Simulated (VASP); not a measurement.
Write the native input for VASP 6.6.1 that does the following.

```yaml
Task: relaxation of cell and atoms
Functional: PBE
Potentials_or_basis: VASP PAW PBE potentials, release 64 (Cu, O)
Cutoff: 600 eV
k_mesh: 4 × 4 × 4
Occupations: gaussian, width 0.02 eV
Spin: no spin polarisation
Dipole_correction: no
Further_INCAR_settings: ALGO = Normal; EDIFF = 1e-07; IBRION = 2; EDIFFG = -0.01; NSW = 80; ISIF = 3
```

The structure of Cu2O lies in POSCAR:

```
Cu2O
1.0
    4.2600000000      0.0000000000      0.0000000000
    0.0000000000      4.2600000000      0.0000000000
    0.0000000000      0.0000000000      4.2600000000
Cu O
4 2
Direct
    0.2500000000      0.2500000000      0.2500000000
    0.2500000000      0.7500000000      0.7500000000
    0.7500000000      0.7500000000      0.2500000000
    0.7500000000      0.2500000000      0.7500000000
    0.0000000000      0.0000000000      0.0000000000
    0.5000000000      0.5000000000      0.5000000000
```

The input as run:

INCAR

```
PREC = Accurate
ENCUT = 600
EDIFF = 1E-7
ISMEAR = 0
SIGMA = 0.02
LREAL = False
LASPH = True
NELM = 120
ALGO = Normal
ISIF = 3
LWAVE = False
LCHARG = False
GGA = PE
IBRION = 2
NSW = 80
EDIFFG = -0.01
GGA_COMPAT = False
NELMIN = 4
```

KPOINTS

```
Automatic mesh
0
Gamma
  4 4 4
```

Potentials or basis: VASP PAW PBE potentials, release 64 (Cu, O).

Command:

```sh
$ cat potpaw_PBE.64/Cu/POTCAR potpaw_PBE.64/O/POTCAR > POTCAR
$ mpirun -np 1 vasp_std > vasp.out
```

Results of the run:

```
Relaxed volume                        : 13.33 Å³/atom
Relaxed cell                          : a = 4.309 Å, b = 4.309 Å, c = 4.309 Å, α = 90.00°, β = 90.00°, γ = 90.00°
Space group after relaxing (to 0.1 Å) : Pn-3m (No. 224)
Energy gained by relaxing             : 5.6 meV/atom
Ionic steps                           : 3
Pressure after relaxing               : 0.0 GPa
Band gap on the k mesh                : 0.46 eV
```

Run time: 2.2 min on 1 thread of Intel Xeon 8259CL, with other jobs on the host, peak memory 0.22 GiB.
